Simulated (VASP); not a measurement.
# H4C in VASP: a series of runs, part 2 of 2

VASP 6.6.1.

## (4) Single point, PBE+D3(BJ)

File INCAR:

```
SYSTEM = H4C
ALGO = Normal ; EDIFF = 1E-6
ENCUT = 520 ; GGA = PE
GGA_COMPAT = .False. ; ISIF = 2
ISMEAR = -1 ; IVDW = 12
LASPH = .True. ; LCHARG = .False.
LREAL = .False. ; LWAVE = .False.
NBANDS = 45 ; NELM = 120
PREC = Accurate ; SIGMA = 0.05
```

File KPOINTS:

```
k-points
0
Gamma
  1 1 1
  0 0 0
```

File POSCAR:

```
H4C
1.0
    7.2304270000      0.0000000000      0.0000000000
    0.0000000000      7.2304270000      0.0000000000
    0.0000000000      0.0000000000      7.2304270000
C H
6 24
Direct
    0.4610792696      0.0662478163      0.5751527538
    0.8299509835      0.8593821637      0.1335052549
    0.5014641597      0.6160217094      0.8234921672
    1.0384310636      0.2927074708     -0.1826309843
    0.2685871803      0.6690061320      0.2745342702
    0.7739238637      0.3650545120      0.3748602952
    0.3670322652      0.1146820236      0.4688381475
    0.6009326973      0.1164938115      0.5693992900
    0.4638176971     -0.0730938850      0.5311581183
    0.4098513131      0.1170331987      0.6989213777
    0.8008379035      0.8848301767      0.2731235652
    0.7826785334      0.7174126784      0.0963981795
    0.9769547497      0.8613737474      0.1211408400
    0.7780453354      0.9582283315      0.0306620895
    0.6343747057      0.5688184114      0.7589593256
    0.4387292756      0.5100805250      0.9107484247
    0.4046787278      0.6610674584      0.7194319229
    0.5249897413      0.7455991188      0.8987159403
    1.1207221925      0.4066841419     -0.1153043935
    0.8855216988      0.2984332737     -0.1575149020
    1.0922176519      0.1597139422     -0.1433386991
    1.0803096415      0.2987237130     -0.3293028199
    0.1964199348      0.7845456430      0.3526900970
    0.3358722797      0.5605616376      0.3670460956
    0.3703239103      0.7324325382      0.1795882871
    0.1664770283      0.6129651817      0.1788414433
    0.6618557936      0.4703594961      0.3770040137
    0.8970977786      0.3917749256      0.2844506970
    0.6986724297      0.2420880537      0.3153202432
    0.8307946405      0.2931500449      0.4991683064
```

Command:

```bash
> cat potpaw_PBE.64/C/POTCAR potpaw_PBE.64/H/POTCAR > POTCAR
> mpirun -np 1 vasp_gam > vasp.out
```

Run time: 44 s. Hardware: 1 thread of AMD EPYC 7R43 (Zen 3), shared host; peak memory 0.32 GiB.

Results (log left out):

- Free energy: -143.7758 eV
- Pressure: 0.0 GPa
- Largest force: 2.527 eV/Å
- Band gap on the k mesh: 6.58 eV
- Dispersion energy per atom: -0.026 eV

Forces in eV/Å, atoms in the order of the input:
```
C    0.400  0.430 -1.915
C   -0.107 -1.128 -1.924
C    0.801  0.324 -0.170
C    0.401  0.829 -0.313
C    0.138  0.578  0.427
C    0.010 -2.081 -0.990
H    0.163  1.106 -0.559
H    0.423  0.469 -0.610
H   -0.022 -1.784  0.936
H   -1.089 -0.298  2.261
H   -0.774  0.634  1.536
H    0.122  0.557  0.130
H    1.060 -0.031 -0.177
H   -0.323  0.080  0.413
H   -0.747  0.176  0.324
H    0.113 -0.055  0.105
H   -0.424 -0.283 -0.719
H    0.266 -0.268  0.358
H   -0.784 -0.690 -0.066
H    0.884  0.197 -0.234
H    0.152 -0.606  0.725
H   -0.610  0.269  0.003
H    0.675 -1.006 -0.262
H   -0.701  0.935 -0.747
H    0.129 -0.067  0.510
H   -0.228 -0.532  0.199
H    0.994  0.009  0.659
H   -0.852  0.329  0.279
H    0.474  0.622 -0.284
H   -0.545  1.285  0.105
```

Stress tensor (GPa, compression positive):
```
-0.82  0.40 -0.19
 0.40 -0.50 -0.02
-0.19 -0.02  1.42
```

Levels at points of the mesh, in eV from the valence-band top:
```
           k point  band 20  band 21  band 22  band 23  band 24  band 25  band 26  band 27  band 28  band 29
(0.00, 0.00, 0.00)    -0.79    -0.69    -0.58    -0.20     0.00     6.58     8.44     8.77     9.04     9.22
```

Caveat: the k points lie up to 0.87 Å⁻¹ apart.

## (5) Single point, PBE+D3(BJ)

File INCAR:

```
SYSTEM = H4C
ALGO = Normal
EDIFF = 1E-6
ENCUT = 520
GGA = PE
GGA_COMPAT = .FALSE.
ISIF = 2
ISMEAR = -1
IVDW = 12
LASPH = .TRUE.
LCHARG = .TRUE.
LELF = .TRUE.
LREAL = .FALSE.
LVHAR = .TRUE.
LWAVE = .FALSE.
NBANDS = 45
NELM = 120
PREC = Accurate
SIGMA = 0.05
```

File KPOINTS:

```
k-points
0
G
  1 1 1
  0 0 0
```

File POSCAR:

```
H4C
1.0
    7.2304270000      0.0000000000      0.0000000000
    0.0000000000      7.2304270000      0.0000000000
    0.0000000000      0.0000000000      7.2304270000
C H
6 24
Direct
    0.4042361537     -0.0155592471      0.4876475483
    0.8783851908      0.8792703391      0.1244324851
    0.5370083952      0.6240986874      0.8625769958
    1.0894792244      0.3431747530     -0.2041926431
    0.2577164530      0.5850553501      0.2618655855
    0.7037758628      0.4513564690      0.4523522608
    0.3880545368      0.0211882369      0.3495090954
    0.3058325601     -0.1230356105      0.5079782978
    0.3825223600      0.0976290888      0.5819849920
    0.5450438819     -0.0487799683      0.5221268398
    0.9398200134      0.7672299299      0.2017999767
    0.9608837763      0.9038193733      0.0017011443
    0.9132379042      1.0010197185      0.2081343190
    0.7360422835      0.8429792597      0.1093849644
    0.4163239598      0.5397883140      0.8193015433
    0.6735978387      0.5826765141      0.8375162352
    0.5571178576      0.6305713342      1.0144767384
    0.5339933589      0.7668288470      0.8142949234
    1.2058900532      0.3642938377     -0.1127181009
    1.0005909748      0.4646336931     -0.2329323012
    1.0180311619      0.2147176093     -0.1440163907
    1.1440126565      0.3002450616     -0.3370616977
    0.2872582767      0.6753128135      0.1464782094
    0.1516507946      0.6423410402      0.3646534292
    0.3722186809      0.5555688481      0.3570605166
    0.1831980324      0.4591153469      0.2128781606
    0.8046136141      0.4208465143      0.5718887695
    0.7238991556      0.3464110764      0.3457057239
    0.7339953781      0.5875448296      0.3872385407
    0.5751665842      0.4331556075      0.5285165039
```

Potentials or basis: VASP PAW PBE potentials, release 64 (C, H).

Command:

```bash
> cat potpaw_PBE.64/C/POTCAR potpaw_PBE.64/H/POTCAR > POTCAR
> mpirun -np 1 vasp_gam > vasp.out
```

OUTCAR:

```text
SYSTEM = H4C
   EDIFF = 1E-6
   ENCUT = 520
   GGA = PE
   ISIF = 2
   ISMEAR = -1
   IVDW = 12
   LASPH = .TRUE.
   LREAL = .FALSE.
   NELM = 120
   PREC = Accurate
 IVDW          = 12

 ion  position               nearest neighbor table
   1  0.404  0.984  0.488-   7 1.04   8 1.06  10 1.08   9 1.08
   2  0.878  0.879  0.124-  14 1.07  11 1.08  12 1.08  13 1.10
   3  0.537  0.624  0.863-  16 1.05  18 1.09  17 1.11  15 1.11
   4  0.089  0.343  0.796-  19 1.08  22 1.08  20 1.11  21 1.15
   5  0.258  0.585  0.262-  23 1.08  25 1.10  26 1.12  24 1.15
   6  0.704  0.451  0.452-  30 1.09  28 1.09  29 1.11  27 1.15
   7  0.388  0.021  0.350-   1 1.04
   8  0.306  0.877  0.508-   1 1.06
   9  0.383  0.098  0.582-   1 1.08
  10  0.545  0.951  0.522-   1 1.08
  11  0.940  0.767  0.202-   2 1.08
  12  0.961  0.904  0.002-   2 1.08
[... 16 lines left out ...]
  29  0.734  0.588  0.387-   6 1.11
  30  0.575  0.433  0.529-   6 1.09

  LATTYP: Found a simple cubic cell.
 ALAT       =     7.2304270000

  Lattice vectors:

 A1 = (   7.2304270000,   0.0000000000,   0.0000000000)
 A2 = (   0.0000000000,   7.2304270000,   0.0000000000)
 A3 = (   0.0000000000,   0.0000000000,   7.2304270000)

[... 212 lines left out ...]

 k-point     1 :       0.0000    0.0000    0.0000
  band No.  band energies     occupation
      1     -15.3967      2.00000
      2     -15.1452      2.00000
      3     -15.0629      2.00000
      4     -14.9864      2.00000
      5     -14.8115      2.00000
      6     -14.7073      2.00000
[... 28 lines left out ...]
     35       4.6152      0.00000
     36       4.7718      0.00000
 [bands above 36 left out]

------------------------ aborting loop because EDIFF is reached ----------------------------------------

 Edisp (eV)   -0.79001

 E8    (eV) :    -0.1644

  FORCE on cell =-STRESS in cart. coord.  units (eV):
  Direction    XX          YY          ZZ          XY          YZ          ZX
  --------------------------------------------------------------------------------------
  -------------------------------------------------------------------------------------
  Total       2.68264     1.11458     0.70786    -3.28197     1.45597    -1.71434
  in kB      11.37055     4.72423     3.00031   -13.91085     6.17120    -7.26632
  external pressure =        6.37 kB  Pullay stress =        0.00 kB

 VOLUME and BASIS-vectors are now :
 -----------------------------------------------------------------------------
  energy-cutoff  :      520.00
  volume of cell :      378.00
      direct lattice vectors                 reciprocal lattice vectors
     7.230427000  0.000000000  0.000000000     0.138304418  0.000000000  0.000000000
     0.000000000  7.230427000  0.000000000     0.000000000  0.138304418  0.000000000
     0.000000000  0.000000000  7.230427000     0.000000000  0.000000000  0.138304418

 POSITION                                       TOTAL-FORCE (eV/Angst)
 -----------------------------------------------------------------------------------
      2.92280      7.11793      3.52590         0.424482      0.240106      1.417877
      6.35110      6.35750      0.89970         1.445619      0.423519      0.866385
      3.88280      4.51250      6.23680        -0.626320      0.906909      1.556621
      0.64697      2.48130      5.75403        -0.726918     -1.481022      0.162203
      1.86340      4.23020      1.89340        -1.995129     -0.567860      1.861821
      5.08860      3.26350      3.27070         1.654506     -0.360324      1.284656
[... 22 lines left out ...]
      5.30710      4.24820      2.79990        -0.457008     -0.330592      0.627643
      4.15870      3.13190      3.82140        -0.510835      0.363296     -0.570598
 -----------------------------------------------------------------------------------
    total drift:                               -0.000299     -0.000151     -0.000922

  FREE ENERGIE OF THE ION-ELECTRON SYSTEM (eV)
  ---------------------------------------------------
  free  energy   TOTEN  =      -143.7032688349 eV

  energy  without entropy=     -143.7032688349  energy(sigma->0) =     -143.70326883
```

OSZICAR:

```text
N       E                     dE             d eps       ncg     rms          rms(c)
DAV:   1     0.248797293028E+03    0.24880E+03   -0.20778E+04    90   0.875E+02
DAV:   2    -0.119097306213E+03   -0.36789E+03   -0.33740E+03   124   0.199E+02
DAV:   3    -0.161191597028E+03   -0.42094E+02   -0.41791E+02   116   0.675E+01
DAV:   4    -0.162530271698E+03   -0.13387E+01   -0.13363E+01   108   0.146E+01
DAV:   5    -0.162561954332E+03   -0.31683E-01   -0.31677E-01   127   0.212E+00    0.214E+01
DAV:   6    -0.145556765580E+03    0.17005E+02   -0.29877E+01    95   0.182E+01    0.100E+01
DAV:   7    -0.143459310877E+03    0.20975E+01   -0.51328E+00   108   0.783E+00    0.592E+00
DAV:   8    -0.142961828120E+03    0.49748E+00   -0.14224E+00   116   0.420E+00    0.225E+00
DAV:   9    -0.142899914848E+03    0.61913E-01   -0.14989E-01   108   0.132E+00    0.741E-01
DAV:  10    -0.142911141087E+03   -0.11226E-01   -0.40269E-02   100   0.733E-01    0.186E-01
DAV:  11    -0.142913456895E+03   -0.23158E-02   -0.21186E-03   116   0.255E-01    0.127E-01
DAV:  12    -0.142913464517E+03   -0.76218E-05   -0.86148E-04   100   0.152E-01    0.701E-02
DAV:  13    -0.142913307970E+03    0.15655E-03   -0.27771E-04   108   0.778E-02    0.430E-02
DAV:  14    -0.142913255606E+03    0.52363E-04   -0.10456E-04   100   0.429E-02    0.113E-02
DAV:  15    -0.142913254950E+03    0.65698E-06   -0.12639E-05   116   0.167E-02    0.776E-03
DAV:  16    -0.142913254031E+03    0.91831E-06   -0.12711E-06    84   0.639E-03
   1 F= -.14370327E+03 E0= -.14370327E+03  d E =-.431466E-10
```

stdout:

```text
POSCAR found type information on POSCAR C H
 POSCAR found :  2 types and      30 ions
 scaLAPACK will be used
 -----------------------------------------------------------------------------
|                                                                             |
|                                                                             |
|     You have a (more or less) 'large supercell' and for larger cells it     |
|     might be more efficient to use real-space projection operators.         |
|     Therefore, try LREAL= Auto in the INCAR file.                           |
|     Mind: For very accurate calculation, you might also keep the            |
|     reciprocal projection scheme (i.e. LREAL=.FALSE.).                      |
|                                                                             |
 -----------------------------------------------------------------------------

 LDA part: xc-table for (Slater+PW92), standard interpolation
 POSCAR, INCAR and KPOINTS ok, starting setup
 FFT: planning ... GRIDC
 FFT: planning ... GRID_SOFT
 FFT: planning ... GRID
 WAVECAR not read
 entering main loop
```

Wall time 47 s (1 thread of AMD EPYC 7R43 (Zen 3), shared host); peak memory 0.33 GiB.

What came out:

```
Free energy                : -143.7033 eV
Pressure                   : 0.6 GPa
Largest force              : 2.787 eV/Å
Band gap on the k mesh     : 6.65 eV
Dispersion energy per atom : -0.026 eV
```

Forces on the atoms (eV/Å):
```
C    0.424  0.240  1.418
C    1.446  0.424  0.866
C   -0.626  0.907  1.557
C   -0.727 -1.481  0.162
C   -1.995 -0.568  1.862
C    1.655 -0.360  1.285
H    0.109  0.948 -1.951
H   -0.389 -0.927  0.669
H   -0.731  0.699  0.156
H    0.655 -0.866 -0.286
H    0.391 -0.548  0.045
H   -0.238 -0.386 -0.753
H   -0.782  0.194  0.209
H   -0.850  0.472 -0.399
H    0.839  0.228  0.071
H    1.380 -1.287 -1.384
H   -1.026  0.029 -0.085
H   -0.478  0.171 -0.169
H    0.221  0.582  0.284
H    0.198 -0.380  0.684
H    0.074  1.400 -0.597
H    0.226 -0.168 -0.451
H    0.116  0.358  0.021
H    0.700  0.114 -1.127
H    0.260 -0.202 -0.721
H    0.737  0.201  0.035
H   -0.458  0.428 -1.464
H   -0.160 -0.255  0.005
H   -0.457 -0.331  0.628
H   -0.511  0.363 -0.571
```

Caveat: the k points lie up to 0.87 Å⁻¹ apart.
